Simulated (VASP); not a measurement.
The system is Hf3OF3.

```
Hf O F
1.0
     4.75868    0.00000    0.00000
     0.00000    4.75868    0.00000
     0.00000    0.00000    4.75868
Hf O F
3 1 3
Direct
  0.50000 0.00000 0.00000
  0.00000 0.50000 0.00000
  0.00000 0.00000 0.50000
  0.00000 0.00000 0.00000
  0.00000 0.50000 0.50000
  0.50000 0.00000 0.50000
  0.50000 0.50000 0.00000
```

| Quantity | Value |
| --- | --- |
| Program | VASP 6.6.1 |
| Task | relaxation of cell and atoms |
| Functional | PBE |
| Potentials or basis | VASP PAW PBE potentials, release 64 (Hf_pv, O, F) |
| Cutoff | 600 eV |
| k mesh | 4 × 4 × 4 |
| Occupations | gaussian, width 0.1 eV |
| Spin | no spin polarisation |

At the start: pressure -8.8 GPa; volume 15.39 Å³/atom.

Where does the relaxation end?

Over 3 steps the energy falls by 36.8 meV/atom and the volume is 14.17 Å³/atom (-8.0 %); space group Pm-3m (No. 221, to 0.05 Å).

Step by step:
```csv
step,energy change (eV),largest force (eV/Å),pressure (GPa),volume (Å³)
1,0.0000,0.0000,-8.82,107.76
2,-0.1840,0.0000,5.84,95.08
3,-0.2574,0.0000,0.03,99.16
```

Final structure:
```
Hf O F
1.0
     4.62854    0.00000    0.00000
     0.00000    4.62854    0.00000
     0.00000    0.00000    4.62854
Hf O F
3 1 3
Direct
  0.50000 0.00000 0.00000
  0.00000 0.50000 0.00000
  0.00000 0.00000 0.50000
  0.00000 0.00000 0.00000
  0.00000 0.50000 0.50000
  0.50000 0.00000 0.50000
  0.50000 0.50000 0.00000
```

Caveat: an odd number of electrons without spin polarisation forces a metal; a magnetic or distorted state may lie lower.
